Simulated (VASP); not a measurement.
# Sb (I4/mmm) in VASP: notebook, part 2 of 2

VASP 6.6.1. The steps go on from the part before.

## (5) Relaxation of cell and atoms, BLYP+D3(BJ)

The input, INCAR:

```
SYSTEM = Sb
AGGAC = 1.0
AGGAX = 1.0
ALDAC = 0.0
ALDAX = 1.0
ALGO = Normal
EDIFF = 1E-6
EDIFFG = -0.01
ENCUT = 600
GGA = B5
IBRION = 2
ISIF = 3
ISMEAR = -1
IVDW = 12
LASPH = .True.
LCHARG = .False.
LREAL = .False.
LWAVE = .False.
NELM = 60
NSW = 60
PREC = Accurate
SIGMA = 0.05
VDW_A1 = 0.4298
VDW_A2 = 4.2359
VDW_S6 = 1.0
VDW_S8 = 2.6996
```

The input, KPOINTS:

```
k-points
0
Gamma
  12 12 12
  0 0 0
```

The input, POSCAR:

```
Sb
1.0
   -1.5765401831      1.5765401831      2.7119384313
    1.5765401831     -1.5765401831      2.7119384313
    1.5765401831      1.5765401831     -2.7119384313
Sb
1
Direct
    0.0000000000      0.0000000000      0.0000000000
```

Run with:

```bash
> cat potpaw_PBE.64/Sb/POTCAR > POTCAR
> mpirun -np 1 vasp_std > vasp.out
```

Wall time 3.7 min (1 thread of Intel Xeon 8259CL, shared host); peak memory 0.19 GiB.

It converged, with:

* Free energy: -4.1335 eV
* Relaxed volume: 27.46 Å³/atom
* Relaxed cell: a = 3.574 Å, b = 3.574 Å, c = 3.574 Å, α = 128.10°, β = 128.10°, γ = 76.47°
* Space group after relaxing (to 0.1 Å): I4/mmm (No. 139)
* Energy gained by relaxing: 4.1 meV/atom
* Ionic steps: 8
* Pressure after relaxing: 0.0 GPa
* Band gap on the k mesh: zero (an odd number of electrons rules out a gap without spin polarisation)
* Dispersion energy per atom: -1.215 eV

The path:
| step | energy change (eV) | largest force (eV/Å) | pressure (GPa) | volume (Å³) |
| --- | --- | --- | --- | --- |
| 1 | 0.0000 | 0.0000 | 0.59 | 26.96 |
| 2 | -0.0005 | 0.0000 | -0.25 | 27.35 |
| 3 | -0.0006 | 0.0000 | -0.06 | 27.26 |
| 4 | -0.0008 | 0.0000 | -0.07 | 27.28 |
| 5 | -0.0021 | 0.0000 | -0.06 | 27.35 |
| 6 | -0.0040 | 0.0000 | -0.02 | 27.47 |
| 7 | -0.0040 | 0.0000 | -0.03 | 27.45 |
| 8 | -0.0041 | 0.0000 | -0.03 | 27.46 |

Final structure:
```xyz
1
Lattice="-1.5638 1.5638 2.8071 1.5638 -1.5638 2.8071 1.5638 1.5638 -2.8071" Properties=species:S:1:pos:R:3 pbc="T T T"
Sb   -1.5638    1.5638    2.8071
```

Levels at points of the mesh, in eV from the Fermi level:
```
           k point  band 1  band 2  band 3  band 4  band 5  band 6
(0.00, 0.00, 0.00)  -12.86    3.86    5.20    5.20    9.31    9.79
(0.50, 0.00, 0.00)   -9.19   -5.62    1.23    5.48    5.88   10.56
(0.50, 0.50, 0.00)   -6.64   -4.20   -1.35    0.65    3.69    4.65
(0.50, 0.50, 0.50)   -9.72   -5.58    2.39    2.39    6.34    6.80
```

Caveat: the dispersion term is far too large for a dense solid, which distorts pressure and volume; the PAW data sets were made with another functional, which shifts forces and pressure a little; spin-orbit coupling is left out, which moves the levels of the heavy elements.

## (6) Relaxation of cell and atoms, BLYP+D4

The input, INCAR:

```
SYSTEM = Sb
AGGAC = 1.0
AGGAX = 1.0
ALDAC = 0.0
ALDAX = 1.0
ALGO = Normal
EDIFF = 1E-7
EDIFFG = -0.01
ENCUT = 600
GGA = B5
IBRION = 2
ISIF = 3
ISMEAR = -1
IVDW = 13
LASPH = .TRUE.
LCHARG = .FALSE.
LREAL = .FALSE.
LWAVE = .FALSE.
NELM = 80
NSW = 60
PREC = Accurate
SIGMA = 0.05
VDW_A1 = 0.44488865
VDW_A2 = 4.0933009
VDW_S6 = 1.0
VDW_S8 = 2.34076671
```

The input, KPOINTS:

```
k-points
0
G
  12 12 12
  0 0 0
```

POSCAR is that of step 5.

Potentials or basis: VASP PAW PBE potentials, release 64 (Sb).

Run with:

```bash
> cat potpaw_PBE.64/Sb/POTCAR > POTCAR
> mpirun -np 1 vasp_std > vasp.out
```

OUTCAR:

```text
SYSTEM = Sb
   EDIFF = 1E-7
   EDIFFG = -0.01
   ENCUT = 600
   GGA = B5
   IBRION = 2
   ISIF = 3
   ISMEAR = -1
   IVDW = 13
   LASPH = .TRUE.
   LREAL = .FALSE.
   NELM = 80
   NSW = 60
   PREC = Accurate

 ion  position               nearest neighbor table
   1  0.000  0.000  0.000-

  LATTYP: Found a body centered tetragonal cell.
 ALAT       =     3.1530803662
 C/A-ratio  =     1.7201835135

  Lattice vectors:

 A1 = (  -1.5765401831,   1.5765401831,   2.7119384313)
 A2 = (   1.5765401831,  -1.5765401831,   2.7119384313)
 A3 = (   1.5765401831,   1.5765401831,  -2.7119384313)

Analysis of symmetry for initial positions (statically):
=====================================================================
 Subroutine PRICEL returns:
 Original cell was already a primitive cell.

 Routine SETGRP: Setting up the symmetry group for a
 body centered tetragonal supercell.

 Subroutine GETGRP returns: Found 16 space group operations
 (whereof 16 operations were pure point group operations)
 out of a pool of 16 trial point group operations.

The static configuration has the point symmetry D_4h.

Analysis of symmetry for dynamics (positions and initial velocities):
=====================================================================
 Subroutine PRICEL returns:
 Original cell was already a primitive cell.

 Routine SETGRP: Setting up the symmetry group for a
 body centered tetragonal supercell.

 Subroutine GETGRP returns: Found 16 space group operations
 (whereof 16 operations were pure point group operations)
 out of a pool of 16 trial point group operations.

The dynamic configuration has the point symmetry D_4h.

 Subroutine INISYM returns: Found 16 space group operations
 (whereof 16 operations are pure point group operations),
 and found     1 'primitive' translations

----------------------------------------------------------------------------------------

                                     Primitive cell

  volume of cell :      26.9619

  direct lattice vectors                    reciprocal lattice vectors
    -1.576540183  1.576540183  2.711938431     0.000000000  0.317150178  0.184369967
     1.576540183 -1.576540183  2.711938431     0.317150178  0.000000000  0.184369967
     1.576540183  1.576540183 -2.711938431     0.317150178  0.317150178  0.000000000

  length of vectors
     3.510778824  3.510778824  3.510778824     0.366846726  0.366846726  0.448518083

  position of ions in fractional coordinates (direct lattice)
     0.000000000  0.000000000  0.000000000

  ion indices of the primitive-cell ions
   primitive index   ion index
                 1           1

----------------------------------------------------------------------------------------

 KPOINTS: k-points

Automatic generation of k-mesh.
 Grid dimensions read from file:
 generate k-points for:   12   12   12

 Generating k-lattice:

  Cartesian coordinates                     Fractional coordinates (reciprocal lattice)
     0.000000000  0.026429182  0.015364164     0.083333333 -0.000000000  0.000000000
     0.026429182  0.000000000  0.015364164    -0.000000000  0.083333333  0.000000000
     0.026429182  0.026429182  0.000000000     0.000000000  0.000000000  0.083333333

  Length of vectors
     0.030570561  0.030570561  0.037376507

  Shift w.r.t. Gamma in fractional coordinates (k-lattice)
     0.000000000  0.000000000  0.000000000

 Subroutine IBZKPT returns following result:
 ===========================================

 Found    163 irreducible k-points:

 Following reciprocal coordinates:
            Coordinates               Weight
  0.000000  0.000000  0.000000      1.000000
  0.083333  0.000000 -0.000000      8.000000
  0.166667  0.000000 -0.000000      8.000000
  0.250000 -0.000000  0.000000      8.000000
  0.333333  0.000000 -0.000000      8.000000
  0.416667  0.000000 -0.000000      8.000000
[... 16 lines left out ...]
  0.500000  0.166667  0.000000     16.000000
 -0.416667  0.166667  0.000000     16.000000
 [... further k-points ...]
   k-points           NKPTS =    163   k-points in BZ     NKDIM =    163   number of bands    NBANDS=      6
   number of dos      NEDOS =    301   number of ions     NIONS =      1
   total plane-waves  NPLWV =  21952
   dimension x,y,z NGX =    28 NGY =   28 NGZ =   28
   dimension x,y,z NGXF=    56 NGYF=   56 NGZF=   56
   ions per type =               1
   NGX,Y,Z   is equivalent  to a cutoff of  13.26, 13.26, 13.26 a.u.
   NGXF,Y,Z  is equivalent  to a cutoff of  26.52, 26.52, 26.52 a.u.
 SYSTEM =  Sb
   PREC   = accura    normal or accurate (medium, high low for compatibility)
   ISTART =      0    job   : 0-new  1-cont  2-samecut
   ICHARG =      2    charge: 1-file 2-atom 10-const
   ISPIN  =      1    spin polarized calculation?
   LNONCOLLINEAR =      F non collinear calculations
   LSORBIT =      F    spin-orbit coupling
   LASPH  =      T    aspherical Exc in radial PAW
   ENCUT  =  600.0 eV  44.10 Ry    6.64 a.u.   7.01  7.01  7.01*2*pi/ulx,y,z
   NELM   =     80;   NELMIN=  2; NELMDL= -5     # of ELM steps
   EDIFF  = 0.1E-06   stopping-criterion for ELM
   LREAL  =      F    real-space projection
   EDIFFG = -.1E-01   stopping-criterion for IOM
   NSW    =     60    number of steps for IOM
   IBRION =      2    ionic relax: 0-MD 1-quasi-New 2-CG
   NFREE  =      1    steps in history (QN), initial steepest desc. (CG)
   ISIF   =      3    stress and relaxation
   ISYM   =      2    0-nonsym 1-usesym 2-fastsym
   POTIM  = 0.5000    time-step for ionic-motion
   TEBEG  =    0.0;   TEEND  =   0.0 temperature during run
   PSTRESS=    0.0 pullay stress
   NELECT =       5.0000    total number of electrons
   NUPDOWN=      -1.0000    fix difference up-down
   EMIN   =  10.00;   EMAX   =-10.00  energy-range for DOS
   EFERMI =   0.00;   METHOD = LEGACY
   ISMEAR =    -1;   SIGMA  =   0.05  broadening in eV -4-tet -1-fermi 0-gaus
   EFERMI_NEDOS =   21; number of points for ismear=-14 and -15
   IALGO  =     38    algorithm
   IMIX   =      4    mixing-type and parameters
     AMIX     =   0.40;   BMIX     =  1.00
     AMIX_MAG =   1.60;   BMIX_MAG =  1.00
  volume/ion in A,a.u.               =      26.96       181.95
  Fermi-wavevector in a.u.,A,eV,Ry     =   0.933573  1.764197 11.858269  0.871558
  Thomas-Fermi vector in A             =   2.060288
   LORBIT       =      0    0 simple, 1 ext, 2 COOP (PROOUT), +10 PAW based schemes
   GGA     = B5    functional components
   LHFCALC =     F    Hartree Fock is set to
   AEXX    =    0.0000 exact exchange contribution
   IVDW    =    13    specifies the selected vdW correction
   LEPSILON=     F    determine dielectric tensor
   LRPA    =     F    only Hartree local field effects (RPA)
 conjugate gradient relaxation of ions
 non-spin polarized calculation
  energy-cutoff  :      600.00
  volume of cell :       26.96
 maximum number of plane-waves:       922
   NGX = 15   NGY = 15   NGZ = 15

--------------------------------------- Ionic step        1  -------------------------------------------

 number of electron       5.0000000 magnetization

 Free energy of the ion-electron system (eV)
  ---------------------------------------------------
  ext. energy  EPLUGINS =         0.00000000
  ---------------------------------------------------
  free energy    TOTEN  =        -2.89466930 eV

  energy without entropy =       -2.88881328  energy(sigma->0) =       -2.89174129

------------------------ aborting loop because EDIFF is reached ----------------------------------------

  DFT-D4 for vdW energy calculation

  Edisp (eV):   -1.06843
[... 102 lines left out ...]
  FREE ENERGIE OF THE ION-ELECTRON SYSTEM (eV)
  ---------------------------------------------------
  free  energy   TOTEN  =        -3.9673757182 eV

  energy  without entropy=       -3.9613268109  energy(sigma->0) =       -3.96435126

[... ionic steps 4 to 7 ...]

--------------------------------------- Ionic step        8  -------------------------------------------

 number of electron       5.0000000 magnetization

------------------------ aborting loop because EDIFF is reached ----------------------------------------
[... 73 lines left out ...]
--------------------------------------- Ionic step       10  -------------------------------------------

 number of electron       5.0000000 magnetization

 Free energy of the ion-electron system (eV)
  ---------------------------------------------------
  ext. energy  EPLUGINS =         0.00000000
  ---------------------------------------------------
  free energy    TOTEN  =        -2.93829126 eV

  energy without entropy =       -2.93418178  energy(sigma->0) =       -2.93623652

 E-fermi :   8.5569     XC(G=0):  -9.3732

 val. band max:        8.5357528698   @ k =  -0.2500  -0.4167   0.2500
 cond. band min:       8.5704799234   @ k =  -0.3333  -0.3333   0.1667
 fundamental gap:      0.0347270536
 Fermi energy:         8.5569110684

 k-point     1 :       0.0000    0.0000    0.0000
  band No.  band energies     occupation
      1      -4.1720      2.00000
      2      12.2532      0.00000
      3      13.6302      0.00000
      4      13.6302      0.00000
      5      17.7847      0.00000
      6      18.1654      0.00000
[... 199 lines left out ...]
 k-point    24 :      -0.4167    0.1667    0.0000
  band No.  band energies     occupation
      1      -1.0848      2.00000
      2       4.9769      2.00000
      3       9.5494      0.00000
      4      11.3433      0.00000
      5      15.2454      0.00000
      6      16.7492      0.00000

 [... further k-points ...]

------------------------ aborting loop because EDIFF is reached ----------------------------------------

  DFT-D4 for vdW energy calculation

  Edisp (eV):   -1.03396
[... 24 lines left out ...]
  FREE ENERGIE OF THE ION-ELECTRON SYSTEM (eV)
  ---------------------------------------------------
  free  energy   TOTEN  =        -3.9722540478 eV

  energy  without entropy=       -3.9681445613  energy(sigma->0) =       -3.97019930

 reached required accuracy - stopping structural energy minimisation
```

CONTCAR:

```text
Sb
   1.00000000000000
    -1.5716110325821513    1.5716110325821513    2.8326149010898098
     1.5716110325821513   -1.5716110325821513    2.8326149010898098
     1.5716110325821513    1.5716110325821513   -2.8326149010898098
  Sb
     1
Direct
     0.0000000000000000    1.0000000000000000    0.0000000000000000

  0.00000000E+00  0.00000000E+00  0.00000000E+00
```

Wall time 5.8 min (1 thread of Intel Xeon 8259CL, shared host); peak memory 0.18 GiB.

What came out:

- Free energy: -3.9723 eV
- Relaxed volume: 27.99 Å³/atom
- Relaxed cell: a = 3.601 Å, b = 3.601 Å, c = 3.601 Å, α = 128.24°, β = 128.24°, γ = 76.24°
- Space group after relaxing (to 0.1 Å): I4/mmm (No. 139)
- Energy gained by relaxing: 9.2 meV/atom
- Ionic steps: 10
- Pressure after relaxing: 0.0 GPa
- Band gap on the k mesh: zero (an odd number of electrons rules out a gap without spin polarisation)
- Dispersion energy per atom: -1.034 eV

The path:
```
step  energy change (eV)  largest force (eV/Å)  pressure (GPa)  volume (Å³)
   1              0.0000                0.0000            1.75        26.96
   2             -0.0034                0.0000           -0.75        28.13
   3             -0.0043                0.0000           -0.02        27.76
   4             -0.0048                0.0000           -0.02        27.79
   5             -0.0071                0.0000            0.01        27.86
   6             -0.0087                0.0000            0.12        27.99
   7             -0.0091                0.0000            0.06        27.95
   8             -0.0091                0.0000            0.07        27.95
   9             -0.0091                0.0000           -0.15        28.06
  10             -0.0092                0.0000            0.00        27.99
```

Final structure:
```
Sb
1.0
    -1.57161    1.57161    2.83261
     1.57161   -1.57161    2.83261
     1.57161    1.57161   -2.83261
Sb
1
Direct
  0.00000 0.00000 0.00000
```

Levels at points of the mesh, in eV from the Fermi level:
```csv
k point,band 1,band 2,band 3,band 4,band 5,band 6
"(0.00, 0.00, 0.00)",-12.73,3.70,5.07,5.07,9.23,9.61
"(0.50, 0.00, 0.00)",-9.16,-5.51,1.16,5.38,5.80,10.47
"(0.50, 0.50, 0.00)",-6.67,-4.12,-1.36,0.65,3.68,4.66
"(0.50, 0.50, 0.50)",-9.72,-5.47,2.37,2.37,6.34,6.78
```

Caveat: the dispersion term is far too large for a dense solid, which distorts pressure and volume; the PAW data sets were made with another functional, which shifts forces and pressure a little; spin-orbit coupling is left out, which moves the levels of the heavy elements.

## (7) The runs side by side

```tsv
task	level	cell	cutoff (eV)	smearing	gap on the mesh (eV)	pressure (GPa)	relaxed volume (Å³/atom)
single point	PBE	a = 3.511 Å, angles 126.6, 126.6, 78.8°, 1 atom	520	gaussian 0.029 eV	none	1.7	-
single point	PBE	a = 3.511 Å, angles 126.6, 126.6, 78.8°, 1 atom	520	gaussian 0.03 eV	none	1.7	-
single point	BLYP+D4	a = 3.596 Å, angles 128.2, 128.2, 76.2°, 1 atom	520	fermi-dirac 0.05 eV	none	0.2	-
relaxation of cell and atoms	BLYP+D3(BJ)	relaxed from a = 3.511 Å, angles 126.6, 126.6, 78.8°, 1 atom	600	fermi-dirac 0.05 eV	none	0.0	27.46
relaxation of cell and atoms	BLYP+D4	relaxed from a = 3.511 Å, angles 126.6, 126.6, 78.8°, 1 atom	600	fermi-dirac 0.05 eV	none	0.0	27.99
```

Alike in all rows: potentials or basis VASP PAW PBE potentials, release 64 (Sb); no spin polarisation; k mesh 12 × 12 × 12.

Caveats: spin-orbit coupling is left out, which moves the levels of the heavy elements; the dispersion term is far too large for a dense solid, which distorts pressure and volume (at least some runs); the PAW data sets were made with another functional, which shifts forces and pressure a little (at least some runs).

Absolute energies hang on the potentials; compare differences alone.

The gap in the log of VASP goes by the Fermi energy; the results here count the filled bands.